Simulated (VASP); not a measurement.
## Re: single point with PBE

Crystal: Re.

```
Re
1.0
     2.62014    0.00000    0.00000
    -1.31007    2.26911    0.00000
     0.00000    0.00000    4.18956
Re
2
Cartesian
  0.0000 1.5127 1.0474
  1.3101 0.7564 3.1422
```

This cell differs from its parent crystal: volume scaled by 1.02.

* Program: VASP 6.6.1
* Task: single point
* Functional: PBE
* Potentials or basis: VASP PAW PBE potentials, release 64 (Re)
* Cutoff: 520 eV
* k mesh: 14 × 14 × 8
* Occupations: fermi-dirac, width 0.05 eV
* Spin: no spin polarisation
* Dipole correction: no
* Further INCAR settings: ALGO = Normal; EDIFF = 1e-06; NBANDS = 14

```yaml
Pressure: 101.0 GPa
Band_gap_on_the_k_mesh: zero (band 7 reaches 11.98 eV, above the bottom of band 8 at 7.79 eV)
```

Stress tensor (GPa, compression positive):
```
 98.30   0.00   0.00
  0.00  98.30   0.00
  0.00   0.00 106.25
```

Levels at points of the mesh, in eV from the Fermi level:
| k point | band 3 | band 4 | band 5 | band 6 | band 7 | band 8 | band 9 | band 10 | band 11 | band 12 |
| --- | --- | --- | --- | --- | --- | --- | --- | --- | --- | --- |
| (0.00, 0.00, 0.00) | -2.11 | -2.11 | -1.90 | -0.97 | -0.97 | 0.08 | 0.08 | 1.29 | 4.19 | 4.19 |
| (0.50, 0.00, 0.00) | -6.55 | -2.63 | -1.71 | -1.50 | -0.57 | 4.99 | 5.72 | 5.73 | 7.73 | 8.80 |
| (0.00, 0.00, 0.50) | -2.78 | -2.78 | -2.28 | -2.28 | -2.28 | -2.28 | 3.26 | 3.26 | 3.26 | 3.26 |
| (0.50, 0.00, 0.50) | -5.13 | -5.13 | 0.38 | 0.38 | 1.42 | 1.42 | 5.42 | 5.42 | 6.07 | 6.07 |

Run time: 56 s on 1 thread of Intel(R) Xeon(R) Platinum 8375C CPU @ 2.90GHz (Ice Lake), on a shared host, peak memory 0.16 GiB.

Caveat: spin-orbit coupling is left out, which moves the levels of the heavy elements.
